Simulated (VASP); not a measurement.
Wanted: the native input for a VASP 6.6.1 run.

| Item | Value |
| --- | --- |
| Task | single point |
| Functional | B3LYP |
| Potentials or basis | VASP PAW PBE potentials, release 64 (Cd, Se) |
| Cutoff | 520 eV |
| k mesh | 4 × 4 × 4 |
| Occupations | fermi-dirac, width 0.05 eV |
| Spin | no spin polarisation |
| Dipole correction | no |
| Grid for exact exchange (PRECFOCK) | Normal |
| Further INCAR settings | ALGO = Normal; EDIFF = 1e-06; NBANDS = 16 |
| Share of exact exchange | 0.2 |

The system is CdSe.

```
Cd Se
1.0
     0.00000    3.12192    3.12192
     3.12192    0.00000    3.12192
     3.12192    3.12192    0.00000
Cd Se
1 1
Cartesian
  0.0000 0.0000 0.0000
  1.5610 1.5610 1.5610
```

One way to write it, as run:

POSCAR

```
CdSe
1.0
    0.0000000000      3.1219150252      3.1219150252
    3.1219150252      0.0000000000      3.1219150252
    3.1219150252      3.1219150252      0.0000000000
Cd Se
1 1
Direct
    0.0000000000      0.0000000000      0.0000000000
    0.2500000000      0.2500000000      0.2500000000
```

INCAR.step1

```
SYSTEM = CdSe
PREC = Accurate ; ENCUT = 520
EDIFF = 1E-5 ; ISMEAR = -1
SIGMA = 0.05 ; LREAL = .FALSE.
LASPH = .TRUE. ; NELM = 60
ALGO = Normal ; ISIF = 2
LWAVE = .TRUE. ; LCHARG = .FALSE.
GGA = PE ; NBANDS = 16
```

INCAR.step2

```
SYSTEM = CdSe
PREC = Accurate ; ENCUT = 520
EDIFF = 1E-6 ; ISMEAR = -1
SIGMA = 0.05 ; LREAL = .FALSE.
LASPH = .TRUE. ; NELM = 60
ALGO = Normal ; ISIF = 2
LWAVE = .FALSE. ; LCHARG = .FALSE.
GGA = B3 ; LHFCALC = .TRUE.
AEXX = 0.2 ; AGGAX = 0.72
AGGAC = 0.81 ; ALDAC = 0.19
PRECFOCK = Normal ; ISTART = 1
NBANDS = 16
```

KPOINTS

```
regular mesh
0
G
  4 4 4
  0 0 0
```

Potentials or basis: VASP PAW PBE potentials, release 64 (Cd, Se).

Command:

```console
$ cat potpaw_PBE.64/Cd/POTCAR potpaw_PBE.64/Se/POTCAR > POTCAR
$ cp INCAR.step1 INCAR
$ mpirun -np 1 vasp_std > vasp.out
$ cp INCAR.step2 INCAR
$ mpirun -np 1 vasp_std > vasp.out
```

It gave:

* Pressure: 0.2 GPa
* Band gap on the k mesh: 1.65 eV

Caveat: the k points lie up to 0.44 Å⁻¹ apart; the PAW data sets were made with another functional, which shifts forces and pressure a little.

Wall time 20 min on 1 thread of Intel Xeon 8259CL, with other jobs on the host, peak memory 0.22 GiB.
